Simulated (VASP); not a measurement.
Write the native input for VASP 6.6.1 that does the following.

```yaml
Task: single point
Functional: PBE
Potentials_or_basis: VASP PAW PBE potentials, release 64 (Ti_sv, W_sv)
Cutoff: 520 eV
k_mesh: 18 × 18 × 2
Occupations: gaussian, width 0.1 eV
Spin: no spin polarisation
Dipole_correction: no
Further_INCAR_settings: ALGO = Fast; EDIFF = 1e-06; NBANDS = 77
```

The structure of Ti2W3 lies in POSCAR:

```
Ti2W3
1.0
    2.7990456817      0.0000000000      0.0000000000
   -1.3995228409      2.4240446667      0.0000000000
    0.0000000000      0.0000000000     24.4511540109
Ti W
4 6
Direct
    0.3333333333      0.6666666667      0.1499747522
    0.3333333333      0.6666666667      0.3500252478
    0.6666666667      0.3333333333      0.8500252478
    0.6666666667      0.3333333333      0.6499747522
    0.3333333333      0.6666666667      0.7500000000
    0.3333333333      0.6666666667      0.9498324303
    0.3333333333      0.6666666667      0.5501675697
    0.6666666667      0.3333333333      0.0501675697
    0.6666666667      0.3333333333      0.2500000000
    0.6666666667      0.3333333333      0.4498324303
```

One way to write it, as run:

INCAR

```
ALGO = Fast
EDIFF = 1E-6
ENCUT = 520
GGA = PE
ISIF = 2
ISMEAR = 0
LASPH = T
LCHARG = F
LREAL = F
LWAVE = F
NBANDS = 77
NELM = 100
PREC = Accurate
SIGMA = 0.1
```

KPOINTS

```
k-points
0
Gamma
  18 18 2
```

Potentials or basis: VASP PAW PBE potentials, release 64 (Ti_sv, W_sv).

Run with:

```console
$ cat potpaw_PBE.64/Ti_sv/POTCAR potpaw_PBE.64/W_sv/POTCAR > POTCAR
$ mpirun -np 1 vasp_std > vasp.out
```

Results of the run:

```
Pressure               : 0.1 GPa
Largest force          : 0.020 eV/Å
Band gap on the k mesh : zero (bands 66 and 67 overlap by 1.10 eV)
```

Caveat: spin-orbit coupling is left out, which moves the levels of the heavy elements.

Run time: 34 min on 1 thread of Intel(R) Xeon(R) 6975P-C (Granite Rapids), on a shared host, peak memory 0.79 GiB.
